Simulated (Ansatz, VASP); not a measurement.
**Ni in VASP and in Ansatz**

Contents of INCAR:

```
SYSTEM = Ni
  ALGO = Normal
  EDIFF = 1E-6
  ENCUT = 520
  GGA = CA
  ISIF = 2
  ISMEAR = -1
  LASPH = .True.
  LCHARG = .True.
  LELF = .True.
  LREAL = .False.
  LVHAR = .True.
  LWAVE = .False.
  NBANDS = 11
  NELM = 100
  PREC = Accurate
  SIGMA = 0.1
```

KPOINTS

```
k-points
0
Gamma
  16 16 16
  0 0 0
```

Contents of POSCAR:

```
Ni
1.0
    0.0000000000      1.5936775541      1.5936775541
    1.5936775541      0.0000000000      1.5936775541
    1.5936775541      1.5936775541      0.0000000000
Ni
1
Direct
    0.0000000000      0.0000000000      0.0000000000
```

Input for Ansatz:

```yaml
crystal:
  lattice:
    - [0.0, 1.5936775541, 1.5936775541]
    - [1.5936775541, 0.0, 1.5936775541]
    - [1.5936775541, 1.5936775541, 0.0]
  atoms:
    - { symbol: Ni, position: [0.0, 0.0, 0.0] }
kpoints:
  mp_grid: { grid: [16, 16, 16] }
scf:
  occupations: { method: fermi_dirac, width: 0.1 }
hamiltonian:
  xc: lda
  pseudopotentials: { kind: paw }
output:
  forces: true
  stress: true
  eigenvalues: true
  write_density: true
  write_potential: true
  elf: true
  volumetric_format: npy
```

Change from the starting cell: volume scaled by 0.74, no spin polarisation, PAW files.

Alike in both runs: task single point; functional LDA; k mesh 16 × 16 × 16; occupations fermi-dirac, width 0.1 eV; no spin polarisation.

|  | VASP | Ansatz |
| --- | --- | --- |
| version | VASP 6.6.1 | Ansatz 0.2.0 |
| potentials or method | VASP PAW LDA potentials, release 64 (Ni) | PAW with Ansatz's default frozen-core files, scalar-relativistic |
| plane-wave cutoff (eV) | 520 | 420 |
| valence electrons in the cell | 10 | 18 |

Ansatz gave:

```
pressure (GPa) : 90.7
```

Task: What did VASP give for the same quantities?

Result: Pressure (GPa): 90.1.

LDA's correlation is that of Perdew and Zunger in VASP and of Perdew and Wang (1992) in Ansatz. Both programs put the cell under a high pressure, so it lies far from rest at this level. VASP's potentials hold 10 valence electrons a cell and Ansatz's 18, so a difference there can come from the potentials and not from the codes.

Noted on VASP's run: the cell as given lies far from equilibrium.
